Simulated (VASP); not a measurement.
Here is a VASP 6.6.1 calculation.

INCAR

```
SYSTEM = AlH4
  PREC = Accurate
  ENCUT = 520
  EDIFF = 1E-6
  ISMEAR = 0
  SIGMA = 0.1
  LREAL = .False.
  LASPH = .True.
  NELM = 100
  ALGO = Normal
  ISIF = 2
  LWAVE = .False.
  LCHARG = .False.
  GGA = PE
  NBANDS = 12
```

KPOINTS

```
regular mesh
0
Gamma
  6 6 4
  0 0 0
```

The input POSCAR:

```
AlH4
1.0
    3.0500043741      0.0000000000      0.0000000000
   -1.5250021870      2.6413812696      0.0000000000
    0.0000000000      0.0000000000      5.6196924770
Al H
1 4
Direct
    0.3333333333      0.6666666667      0.0000000000
    0.6666666667      0.3333333333      0.5000000000
    0.6666666667      0.3333333333      0.3252779365
    0.6666666667      0.3333333333      0.6747220635
    0.6666666667      0.3333333333      0.0000000000
```

Potentials or basis: VASP PAW PBE potentials, release 64 (Al, H).

Run with:

```sh
$ cat potpaw_PBE.64/Al/POTCAR potpaw_PBE.64/H/POTCAR > POTCAR
$ mpirun -np 1 vasp_std > vasp.out
```

(1) Estimate the pressure.

(2) What does it give for the band gap on the k mesh?

## Answers

(1) -0.3 GPa.

(2) zero (an odd number of electrons rules out a gap without spin polarisation).

Caveat: the k points lie up to 0.40 Å⁻¹ apart, too coarse for converged energies and pressures of a metal.
